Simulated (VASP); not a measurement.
H3CCl, 40 atoms in the cell. The cell holds an amorphous packing of atoms, 40 atoms: a = 9.029 Å, b = 9.029 Å, c = 9.029 Å, α = 90.00°, β = 90.00°, γ = 90.00°. 

- Program: VASP 6.6.1
- Task: single point
- Functional: PBE
- Dispersion: D3(BJ)
- Potentials or basis: VASP PAW PBE potentials, release 64 (C, Cl, H)
- Cutoff: 520 eV
- k mesh: 1 × 1 × 1
- Occupations: fermi-dirac, width 0.05 eV
- Spin: no spin polarisation
- Dipole correction: no
- Further INCAR settings: LREAL = Auto; ALGO = Normal; EDIFF = 1e-07; NBANDS = 82

Potentials or basis: VASP PAW PBE potentials, release 64 (C, Cl, H).

Run with:

```bash
$ cat potpaw_PBE.64/C/POTCAR potpaw_PBE.64/Cl/POTCAR potpaw_PBE.64/H/POTCAR > POTCAR
$ mpirun -np 1 vasp_gam > vasp.out
```

Hardware: 1 thread of Intel(R) Xeon(R) Platinum 8259CL CPU @ 2.50GHz (Skylake/Cascade Lake) (shared host).

Q: Estimate the wall time of this run.

A: Run time: 2.6 min on 1 thread of Intel(R) Xeon(R) Platinum 8259CL CPU @ 2.50GHz (Skylake/Cascade Lake) (shared host), peak memory 0.66 GiB. Counts: scf iterations 18, k points 1.
